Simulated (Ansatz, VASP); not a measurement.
**One calculation of MgO, two programs**

File INCAR:

```
ALGO     = Normal         # electronic algorithm
EDIFF    = 1E-6           # SCF threshold, eV
ENCUT    = 520            # plane-wave cutoff, eV
GGA      = PS             # functional
ISIF     = 2              # what is computed and relaxed
ISMEAR   = 0              # smearing method
LASPH    = True           # aspherical terms in the spheres
LCHARG   = False          # write CHGCAR
LREAL    = False          # projectors in reciprocal space
LWAVE    = False          # write WAVECAR
NBANDS   = 16             # bands
NELM     = 60             # most SCF steps
PREC     = Accurate       # precision mode
SIGMA    = 0.05           # smearing width, eV
```

Contents of KPOINTS:

```
k-points
0
Gamma
  9 9 6
```

POSCAR

```
MgO
1.0
    3.3613000000      0.0000000000      0.0000000000
   -1.6806500000      2.9109711897      0.0000000000
    0.0000000000      0.0000000000      4.8186000000
Mg O
2 2
Direct
    0.3333333333      0.6666666667      0.0036583380
    0.6666666667      0.3333333333      0.5036583380
    0.3333333333      0.6666666667      0.4009416620
    0.6666666667      0.3333333333      0.9009416620
```

Input for Ansatz:

```yaml
crystal:
  lattice:
    - [3.3613, 0.0, 0.0]
    - [-1.68065, 2.9109711897, 0.0]
    - [0.0, 0.0, 4.8186]
  atoms:
    - { symbol: Mg, position: [0.3333333333, 0.6666666667, 0.003658338] }
    - { symbol: Mg, position: [0.6666666667, 0.3333333333, 0.503658338] }
    - { symbol: O, position: [0.3333333333, 0.6666666667, 0.400941662] }
    - { symbol: O, position: [0.6666666667, 0.3333333333, 0.900941662] }
basis:
  ecutwfc: 520.0
kpoints:
  mp_grid: { grid: [9, 9, 6] }
hamiltonian:
  xc: pbesol
  pseudopotentials: { kind: paw, azcp: { folder: soft_1 } }
scf:
  occupations: { method: gaussian, width: 0.05 }
output:
  forces: true
  stress: true
  eigenvalues: true
```

Alike in both runs: task single point; functional PBEsol; k mesh 9 × 9 × 6; occupations gaussian, width 0.05 eV; no spin polarisation.

|  | VASP | Ansatz |
| --- | --- | --- |
| version | VASP 6.6.1 | Ansatz 0.2.0 |
| potentials or method | VASP PAW PBE potentials, release 64 (Mg, O), cutoff 520 eV | scalar-relativistic, plane waves, PAW |
| valence electrons in the cell | 16 | 32 |

```csv
,VASP,Ansatz,Ansatz less VASP
gap on the k mesh at the Fermi level (eV),3.30,3.30,+0.006
least direct gap on the mesh (eV),3.30,3.30,+0.006
pressure (GPa),0.4,0.7,+0.31
"traceless stress, the component that is largest in VASP (GPa)",8.02,7.86,-0.163
rms of the force components (eV/Å),0.421,0.414,-0.0066
```

VASP's potentials were made for PBE, not for PBEsol, and Ansatz warns of the same on its side. Atom by atom the forces differ by 0.007 eV/Å (rms over components). VASP's potentials hold 16 valence electrons a cell and Ansatz's 32, so a difference there can come from the potentials and not from the codes.
